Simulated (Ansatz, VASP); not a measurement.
# PbO: VASP beside Ansatz

```
CELL_PARAMETERS angstrom
3.89327 0.00000 0.00000
0.00000 3.89327 0.00000
0.00000 0.00000 4.91948
ATOMIC_POSITIONS crystal
Pb 0.00000 0.50000 0.23510
Pb 0.50000 0.00000 0.76490
O 0.00000 0.00000 0.00000
O 0.50000 0.50000 0.00000
```

Change from the starting cell: volume scaled by 0.94.

Alike in both runs: task single point; functional LDA; k mesh 7 × 7 × 6; occupations fermi-dirac, width 0.03 eV; no spin polarisation.

```csv
,VASP,Ansatz
version,VASP 6.6.1,Ansatz 0.2.0
potentials or method,"VASP PAW LDA potentials, release 64 (Pb_d, O), cutoff 520 eV","all-electron LAPW, scalar-relativistic"
```

VASP gave:

```
gap on the k mesh at the Fermi level (eV)                     : 1.34
pressure (GPa)                                                : 4.3
traceless stress, the component that is largest in VASP (GPa) : -0.43
rms of the force components (eV/Å)                            : 0.337
```

Q: What did Ansatz give for the same quantities?

A: gap on the k mesh at the Fermi level (eV): 1.37; pressure (GPa): 4.1; traceless stress, the component that is largest in VASP (GPa): -0.43; rms of the force components (eV/Å): 0.305.

LDA's correlation is that of Perdew and Zunger in VASP and of Perdew and Wang (1992) in Ansatz. Atom by atom the forces differ by 0.032 eV/Å (rms over components). Ansatz ran all-electron here, and VASP with PAW potentials.

Neither program's run includes spin-orbit coupling.
